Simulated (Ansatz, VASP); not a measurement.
## Cu2O in VASP and in Ansatz

File INCAR:

```
SYSTEM = Cu2O
  ALGO = Normal
  EDIFF = 1E-7
  EDIFFG = -0.01
  ENCUT = 600
  GGA = PE
  GGA_COMPAT = .FALSE.
  IBRION = 2
  ISIF = 3
  ISMEAR = 0
  IVDW = 12
  LASPH = .TRUE.
  LCHARG = .FALSE.
  LREAL = .FALSE.
  LWAVE = .FALSE.
  NELM = 120
  NELMIN = 4
  NSW = 80
  PREC = Accurate
  SIGMA = 0.02
```

KPOINTS

```
k-points
0
G
  4 4 4
  0 0 0
```

POSCAR

```
Cu2O
1.0
    4.2600000000      0.0000000000      0.0000000000
    0.0000000000      4.2600000000      0.0000000000
    0.0000000000      0.0000000000      4.2600000000
Cu O
4 2
Direct
    0.2500000000      0.2500000000      0.2500000000
    0.2500000000      0.7500000000      0.7500000000
    0.7500000000      0.7500000000      0.2500000000
    0.7500000000      0.2500000000      0.7500000000
    0.0000000000      0.0000000000      0.0000000000
    0.5000000000      0.5000000000      0.5000000000
```

Input for Ansatz:

```yaml
crystal:
  lattice:
    - [4.26, 0.0, 0.0]
    - [0.0, 4.26, 0.0]
    - [0.0, 0.0, 4.26]
  atoms:
    - { symbol: Cu, position: [0.25, 0.25, 0.25] }
    - { symbol: Cu, position: [0.25, 0.75, 0.75] }
    - { symbol: Cu, position: [0.75, 0.75, 0.25] }
    - { symbol: Cu, position: [0.75, 0.25, 0.75] }
    - { symbol: O, position: [0.0, 0.0, 0.0] }
    - { symbol: O, position: [0.5, 0.5, 0.5] }
kpoints:
  mp_grid:
    grid: [4, 4, 4]
hamiltonian:
  xc: pbe
  dispersion: d3bj
scf:
  occupations:
    method: gaussian
    width: 0.02
relax:
  cell: {}
```

Alike in both runs: task relaxation of cell and atoms; functional PBE; dispersion D3(BJ); k mesh 4 × 4 × 4; occupations gaussian, width 0.02 eV; no spin polarisation.

```csv
,VASP,Ansatz
version,VASP 6.6.1,Ansatz 0.2.0
potentials or method,"VASP PAW PBE potentials, release 64 (Cu, O)","plane waves, PAW"
plane-wave cutoff (eV),600,420
valence electrons in the cell,56,88
```

|  | VASP | Ansatz | Ansatz less VASP |
| --- | --- | --- | --- |
| relaxed volume (Å³/atom) | 12.91 | 12.82 | -0.085 |
| relaxed cell length with the largest relative difference (Å) | 4.263 | 4.253 | -0.0094 |

VASP's potentials hold 56 valence electrons a cell and Ansatz's 88, so a difference there can come from the potentials and not from the codes.
